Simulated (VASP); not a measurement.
Input of a VASP 6.6.1 run:

File INCAR:

```
SYSTEM = GaP
PREC = Accurate
ENCUT = 520
EDIFF = 1E-7
ISMEAR = 0
SIGMA = 0.05
LREAL = .False.
LASPH = .True.
NELM = 100
ALGO = Normal
ISIF = 2
LWAVE = .False.
LCHARG = .True.
GGA = PS
LELF = .True.
LVHAR = .True.
NBANDS = 16
```

File KPOINTS:

```
regular mesh
0
Gamma
  10 10 10
  0 0 0
```

The input POSCAR:

```
GaP
1.0
    0.0000000000      2.7252500000      2.7252500000
    2.7252500000      0.0000000000      2.7252500000
    2.7252500000      2.7252500000      0.0000000000
Ga P
1 1
Direct
    0.0000000000      0.0000000000      0.0000000000
    0.7500000000      0.7500000000      0.7500000000
```

Potentials or basis: VASP PAW PBE potentials, release 64 (Ga_d, P).

Run with:

```console
$ cat potpaw_PBE.64/Ga_d/POTCAR potpaw_PBE.64/P/POTCAR > POTCAR
$ mpirun -np 1 vasp_std > vasp.out
```

(1) Predict the band gap on the k mesh.

(2) Predict the pressure.

Results:

(1) 1.48 eV, indirect (least direct gap 1.75 eV).

(2) -0.6 GPa.

Caveat: the PAW data sets were made with another functional, which shifts forces and pressure a little.

**Measured values to compare with.**

“Stacking defects in GaP nanowires: Electronic structure and optical properties”, 2018, arxiv:1810.01194 quotes, for a bulk crystal of GaP at 10 K: band gap 2.34 eV (indirect).

Measured gap of GaP: 2.34 eV (indirect; 10 K; quoted in “Stacking defects in GaP nanowires: Electronic structure and optical properties”, 2018, arxiv:1810.01194). This calculation gives 1.48 eV (-0.86 eV). Spin-orbit coupling on Ga is left out. The value is that of PBEsol on a finite k mesh, which can miss the band edges, without temperature or zero-point motion. Semilocal functionals fall short of measured gaps as a rule.
